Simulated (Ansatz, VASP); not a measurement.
One calculation of CsGeF3, two programs

The input INCAR:

```
SYSTEM = CsGeF3
PREC = Accurate ; ENCUT = 520
EDIFF = 1E-6 ; ISMEAR = 0
SIGMA = 0.01 ; LREAL = .FALSE.
LASPH = .TRUE. ; NELM = 80
ALGO = Normal ; ISIF = 2
LWAVE = .FALSE. ; LCHARG = .FALSE.
GGA = PE ; NBANDS = 30
```

The input KPOINTS:

```
regular mesh
0
G
  3 3 3
  0 0 0
```

Contents of POSCAR:

```
CsGeF3
1.0
    4.4965198488      0.0000000000      0.0000000000
    0.0000000000      4.4965198488      0.0000000000
    0.0000000000      0.0000000000      4.4965198488
Cs Ge F
1 1 3
Direct
    0.0000000000      0.0000000000      0.0000000000
    0.5000000000      0.5000000000      0.5000000000
    0.5000000000      0.5000000000      0.0000000000
    0.5000000000      0.0000000000      0.5000000000
    0.0000000000      0.5000000000      0.5000000000
```

Input for Ansatz:

```yaml
crystal:
  lattice:
    - [4.4965198488, 0.0, 0.0]
    - [0.0, 4.4965198488, 0.0]
    - [0.0, 0.0, 4.4965198488]
  atoms:
    - { symbol: Cs, position: [0.0, 0.0, 0.0] }
    - { symbol: Ge, position: [0.5, 0.5, 0.5] }
    - { symbol: F, position: [0.5, 0.5, 0.0] }
    - { symbol: F, position: [0.5, 0.0, 0.5] }
    - { symbol: F, position: [0.0, 0.5, 0.5] }
kpoints:
  mp_grid: { grid: [3, 3, 3] }
hamiltonian:
  xc: pbe
scf:
  occupations: { method: fixed }
  n_extra_bands: 5
output:
  forces: true
  stress: true
  eigenvalues: true
```

Alike in both runs: task single point; functional PBE; k mesh 3 × 3 × 3; no spin polarisation.

|  | VASP | Ansatz |
| --- | --- | --- |
| version | VASP 6.6.1 | Ansatz 0.2.0 |
| potentials or method | VASP PAW PBE potentials, release 64 (Cs_sv, Ge_d, F) | plane waves |
| plane-wave cutoff (eV) | 520 | 420 |
| occupations | gaussian, width 0.01 eV | fixed |
| valence electrons in the cell | 44 | 44 |

```tsv
	VASP	Ansatz	Ansatz less VASP
gap on the k mesh at the Fermi level (eV)	4.29	4.29	+0.006
pressure (GPa)	2.0	2.1	+0.10
```

The k mesh is coarse, so the values compare programs but aren't converged. Neither program's run includes spin-orbit coupling.
